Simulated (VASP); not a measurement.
Wanted: the native input for a VASP 6.6.1 run.

```
Task                   : single point
Functional             : PBE
Potentials or basis    : VASP PAW PBE potentials, release 64 (Ge_d, H)
Cutoff                 : 410 eV
k mesh                 : 3 × 3 × 1
Occupations            : gaussian, width 0.05 eV
Spin                   : no spin polarisation
Dipole correction      : yes
Further INCAR settings : ALGO = Normal; EDIFF = 1e-06; NBANDS = 164; NELMDL = -8
```

The structure of Ge5H2 lies in POSCAR:

```
Ge5H2
1.0
    8.1473826809      0.0000000000      0.0000000000
    0.0000000000      8.1473826809      0.0000000000
    0.0000000000      0.0000000000     19.5175094652
Ge H
20 8
Direct
    0.5000000000      0.5000000000      0.2513865784
    0.5000000000      0.0000000000      0.2513865784
    0.0000000000      0.5000000000      0.2513865784
    0.0000000000      0.0000000000      0.2513865784
    0.7500000000      0.5000000000      0.3251801834
    0.7500000000      0.0000000000      0.3251801834
    0.2500000000      0.5000000000      0.3251801834
    0.2500000000      0.0000000000      0.3251801834
    0.7500000000      0.7500000000      0.4010599608
    0.7500000000      0.2500000000      0.4010599608
    0.2500000000      0.7500000000      0.3959952550
    0.2500000000      0.2500000000      0.3959952550
    0.0046666178      0.7500000000      0.4729142658
    0.0046666178      0.2500000000      0.4729142658
    0.4953333822      0.7500000000      0.4729142658
    0.4953333822      0.2500000000      0.4729142658
    0.0956638341      0.0000000000      0.5332406917
    0.0956638341      0.5000000000      0.5332406917
    0.4043361659      0.0000000000      0.5332406917
    0.4043361659      0.5000000000      0.5332406917
    0.5083944213      0.6502083350      0.2033868863
    0.5083944213      0.3497916650      0.2033868863
    0.5083944213      0.1502083350      0.2033868863
    0.5083944213     -0.1502083350      0.2033868863
   -0.0083944213      0.3497916650      0.2033868863
   -0.0083944213      0.6502083350      0.2033868863
   -0.0083944213     -0.1502083350      0.2033868863
   -0.0083944213      0.1502083350      0.2033868863
```

One way to write it, as run:

INCAR

```
SYSTEM = Ge5H2
PREC = Accurate
ENCUT = 410
EDIFF = 1E-6
ISMEAR = 0
SIGMA = 0.05
LREAL = .FALSE.
LASPH = .TRUE.
NELM = 120
ALGO = Normal
ISIF = 2
LWAVE = .FALSE.
LCHARG = .FALSE.
LDIPOL = .TRUE.
IDIPOL = 3
DIPOL = 0.5 0.5 0.341
GGA = PE
NBANDS = 164
GGA_COMPAT = .FALSE.
NELMDL = -8
```

KPOINTS

```
Automatic mesh
0
G
  3 3 1
  0 0 0
```

Potentials or basis: VASP PAW PBE potentials, release 64 (Ge_d, H).

Command:

```console
$ cat potpaw_PBE.64/Ge_d/POTCAR potpaw_PBE.64/H/POTCAR > POTCAR
$ mpirun -np 1 vasp_std > vasp.out
```

It gave:

```
Largest force          : 0.624 eV/Å
Band gap on the k mesh : zero (bands 144 and 145 overlap by 0.32 eV)
```

Wall time 44 min on 1 thread of Intel(R) Xeon(R) Platinum 8259CL CPU @ 2.50GHz (Skylake/Cascade Lake), with other jobs on the host, peak memory 1 GiB.
